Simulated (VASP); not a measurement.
# Ru (Fd-3m) in VASP: further runs, part 2 of 2

VASP 6.6.1.

## Step 3: Single point, PBE

INCAR reads:

```
PREC = Accurate
ENCUT = 520
EDIFF = 1E-7
ISMEAR = -1
SIGMA = 0.05
LREAL = False
LASPH = True
NELM = 80
ALGO = Normal
ISIF = 2
LWAVE = False
LCHARG = True
GGA = PE
LELF = True
LVHAR = True
NBANDS = 21
```

KPOINTS reads:

```
regular mesh
0
Gamma
  15 15 15
```

POSCAR reads:

```
Ru
1.0
    0.0000000000      2.3119092514      2.3119092514
    2.3119092514      0.0000000000      2.3119092514
    2.3119092514      2.3119092514      0.0000000000
Ru
2
Direct
   -0.1250000000     -0.1250000000     -0.1250000000
    0.1250000000      0.1250000000      0.1250000000
```

Potentials or basis: VASP PAW PBE potentials, release 64 (Ru_pv).

The run is started by

```sh
> cat potpaw_PBE.64/Ru_pv/POTCAR > POTCAR
> mpirun -np 1 vasp_std > vasp.out
```

OUTCAR:

```text
PREC = Accurate
   ENCUT = 520
   EDIFF = 1E-7
   ISMEAR = -1
   LREAL = False
   LASPH = True
   NELM = 80
   ISIF = 2
   GGA = PE

 ion  position               nearest neighbor table
   1  0.875  0.875  0.875-   2 2.00   2 2.00   2 2.00   2 2.00
   2  0.125  0.125  0.125-   1 2.00   1 2.00   1 2.00   1 2.00

  LATTYP: Found a face centered cubic cell.
 ALAT       =     4.6238185028

  Lattice vectors:

 A1 = (   0.0000000000,   2.3119092514,   2.3119092514)
 A2 = (   2.3119092514,   0.0000000000,   2.3119092514)
 A3 = (   2.3119092514,   2.3119092514,   0.0000000000)

Analysis of symmetry for initial positions (statically):
=====================================================================
 Subroutine PRICEL returns:
 Original cell was already a primitive cell.

 Routine SETGRP: Setting up the symmetry group for a
 face centered cubic supercell.

 Subroutine GETGRP returns: Found 48 space group operations
 (whereof 12 operations were pure point group operations)
 out of a pool of 48 trial point group operations.

The static configuration has the point symmetry D_3d.
 The point group associated with its full space group is O_h .

Analysis of symmetry for dynamics (positions and initial velocities):
=====================================================================
 Subroutine PRICEL returns:
 Original cell was already a primitive cell.

 Routine SETGRP: Setting up the symmetry group for a
 face centered cubic supercell.

 Subroutine GETGRP returns: Found 48 space group operations
 (whereof 12 operations were pure point group operations)
 out of a pool of 48 trial point group operations.

The dynamic configuration has the point symmetry D_3d.
 The point group associated with its full space group is O_h .

 Subroutine INISYM returns: Found 48 space group operations
[... 108 lines left out ...]
   NELECT =      28.0000    total number of electrons
   NUPDOWN=      -1.0000    fix difference up-down
   EMIN   =  10.00;   EMAX   =-10.00  energy-range for DOS
   EFERMI =   0.00;   METHOD = LEGACY
   ISMEAR =    -1;   SIGMA  =   0.05  broadening in eV -4-tet -1-fermi 0-gaus
   EFERMI_NEDOS =   21; number of points for ismear=-14 and -15
   IALGO  =     38    algorithm
   IMIX   =      4    mixing-type and parameters
     AMIX     =   0.40;   BMIX     =  1.00
     AMIX_MAG =   1.60;   BMIX_MAG =  1.00
  volume/ion in A,a.u.               =      12.36        83.39
  Fermi-wavevector in a.u.,A,eV,Ry     =   1.706659  3.225118 39.629479  2.912685
  Thomas-Fermi vector in A             =   2.785655
   LORBIT       =      0    0 simple, 1 ext, 2 COOP (PROOUT), +10 PAW based schemes
   GGA     = PE    functional components
   LHFCALC =     F    Hartree Fock is set to
   AEXX    =    0.0000 exact exchange contribution
   IVDW    =     0    specifies the selected vdW correction
   LEPSILON=     F    determine dielectric tensor
   LRPA    =     F    only Hartree local field effects (RPA)
 non-spin polarized calculation
  energy-cutoff  :      520.00
  volume of cell :       24.71
 maximum number of plane-waves:       680
   NGX = 13   NGY = 13   NGZ = 13

 number of electron      27.9999986 magnetization

 Free energy of the ion-electron system (eV)
  ---------------------------------------------------
  ext. energy  EPLUGINS =         0.00000000
  ---------------------------------------------------
  free energy    TOTEN  =        -7.96889284 eV

  energy without entropy =       -7.95898480  energy(sigma->0) =       -7.96393882

 E-fermi :  15.0423     XC(G=0): -14.2230

 val. band max:       15.0393779508   @ k =  -0.1333   0.2000   0.0667
 cond. band min:      15.0637540732   @ k =   0.4000   0.2667   0.0000
 fundamental gap:      0.0243761224
 Fermi energy:        15.0422503326

 k-point     1 :       0.0000    0.0000    0.0000
  band No.  band energies     occupation
      1     -30.4002      2.00000
      2     -30.4002      2.00000
      3     -30.4002      2.00000
      4     -27.4281      2.00000
      5     -27.4281      2.00000
      6     -27.4281      2.00000
[... 565 lines left out ...]
     20      26.3704      0.00000
     21      29.0872      0.00000

 [... further k-points ...]

------------------------ aborting loop because EDIFF is reached ----------------------------------------

  FORCE on cell =-STRESS in cart. coord.  units (eV):
  Direction    XX          YY          ZZ          XY          YZ          ZX
  --------------------------------------------------------------------------------------
  -------------------------------------------------------------------------------------
  Total       39.7585397     39.7585397     39.7585397      0.0000000      0.0000000     -0.0000000
  in kB     2577.4999335   2577.4999335   2577.4999335      0.0000000      0.0000000     -0.0000000
  external PRESSURE =    2577.4999335 kB  Pullay stress =       0.0000000 kB

 VOLUME and BASIS-vectors are now :
 -----------------------------------------------------------------------------
  energy-cutoff  :      520.00
  volume of cell :       24.71
      direct lattice vectors                 reciprocal lattice vectors
     0.000000000  2.311909251  2.311909251    -0.216271465  0.216271465  0.216271465
     2.311909251  0.000000000  2.311909251     0.216271465 -0.216271465  0.216271465
     2.311909251  2.311909251  0.000000000     0.216271465  0.216271465 -0.216271465

 POSITION                                       TOTAL-FORCE (eV/Angst)
 -----------------------------------------------------------------------------------
      4.04584      4.04584      4.04584         0.000000      0.000000     -0.000000
      0.57798      0.57798      0.57798        -0.000000     -0.000000      0.000000
 -----------------------------------------------------------------------------------
    total drift:                                0.000000      0.000000      0.000000

  FREE ENERGIE OF THE ION-ELECTRON SYSTEM (eV)
  ---------------------------------------------------
  free  energy   TOTEN  =        -7.9688928428 eV

  energy  without entropy=       -7.9589847981  energy(sigma->0) =       -7.96393882
```

stdout:

```text
POSCAR found type information on POSCAR Ru
 POSCAR found :  1 types and       2 ions
 scaLAPACK will be used
 LDA part: xc-table for (Slater+PW92), standard interpolation
 POSCAR, INCAR and KPOINTS ok, starting setup
 FFT: planning ... GRIDC
 FFT: planning ... GRID_SOFT
 FFT: planning ... GRID
 WAVECAR not read
 entering main loop
```

Run time: 79 s. Hardware: 1 thread of Intel Xeon 8259CL, shared host; peak memory 0.17 GiB.

What came out:

```
Free energy            : -7.9689 eV
Pressure               : 257.7 GPa
Band gap on the k mesh : zero (bands 14 and 15 overlap by 1.50 eV)
```

Caveat: atoms lie so close that the PAW spheres overlap strongly, which falsifies energies and pressures; the cell stands under pressure.

## Step 4: Relaxation of cell and atoms, PBE, target pressure 250 GPa, at which the enthalpy is minimised

This run uses another cell than the first one, of 10.91 Å³/atom.

INCAR reads:

```
PREC     = Accurate       # precision mode
ENCUT    = 600            # plane-wave cutoff, eV
EDIFF    = 1E-6           # SCF threshold, eV
ISMEAR   = -1             # smearing method
SIGMA    = 0.05           # smearing width, eV
LREAL    = F              # projectors in reciprocal space
LASPH    = T              # aspherical terms in the spheres
NELM     = 80             # most SCF steps
ALGO     = Normal         # electronic algorithm
ISIF     = 3              # what is computed and relaxed
LWAVE    = F              # write WAVECAR
LCHARG   = F              # write CHGCAR
GGA      = PE             # functional
IBRION   = 2              # ionic algorithm
NSW      = 60             # ionic steps
EDIFFG   = -0.005         # ionic threshold
PSTRESS  = 2500.0
```

KPOINTS is that of step 3.

POSCAR reads:

```
Ru
1.0
    0.0000000000      2.2176008300      2.2176008300
    2.2176008300      0.0000000000      2.2176008300
    2.2176008300      2.2176008300      0.0000000000
Ru
2
Direct
   -0.1250000000     -0.1250000000     -0.1250000000
    0.1250000000      0.1250000000      0.1250000000
```

The run is started by

```sh
> cat potpaw_PBE.64/Ru_pv/POTCAR > POTCAR
> mpirun -np 1 vasp_std > vasp.out
```

Wall time 8.5 min (1 thread of Intel Xeon 8259CL, shared host); peak memory 0.21 GiB.

Results (log left out):

- Free energy: -8.2520 eV
- Relaxed volume: 12.45 Å³/atom
- Relaxed cell: a = 3.277 Å, b = 3.277 Å, c = 3.277 Å, α = 60.00°, β = 60.00°, γ = 60.00°
- Space group after relaxing (to 0.1 Å): Fd-3m (No. 227)
- Energy change on relaxing (the run minimises the enthalpy): -3141.9 meV/atom
- Ionic steps: 5
- Pressure after relaxing: 250.1 GPa
- Band gap on the k mesh: zero (bands 14 and 15 overlap by 1.48 eV)

Step by step:
```tsv
step	energy change (eV)	largest force (eV/Å)	pressure (GPa)	volume (Å³)
1	0.0000	0.0000	416.16	21.81
2	-8.8455	0.0000	-21.75	80.54
3	-10.7083	0.0000	127.60	28.77
4	-6.7216	0.0000	238.36	25.18
5	-6.2838	0.0000	250.05	24.89
```

Final structure:
```yaml
crystal:
  lattice:
    - [0.00000, 2.31754, 2.31754]
    - [2.31754, 0.00000, 2.31754]
    - [2.31754, 2.31754, 0.00000]
  atoms:
    - { symbol: Ru, position: [0.87500, 0.87500, 0.87500] }
    - { symbol: Ru, position: [0.12500, 0.12500, 0.12500] }
```

Levels at points of the mesh, in eV from the Fermi level:
```
           k point  band 12  band 13  band 14  band 15  band 16  band 17
(0.00, 0.00, 0.00)    -5.11    -0.54    -0.54    -0.54     3.91     3.91
```

Caveat: the cell is relaxed towards a set pressure, so the run minimises the enthalpy, not the energy; atoms lie so close that the PAW spheres overlap strongly, which falsifies energies and pressures.

The gap in the log of VASP goes by the Fermi energy; the results here count the filled bands.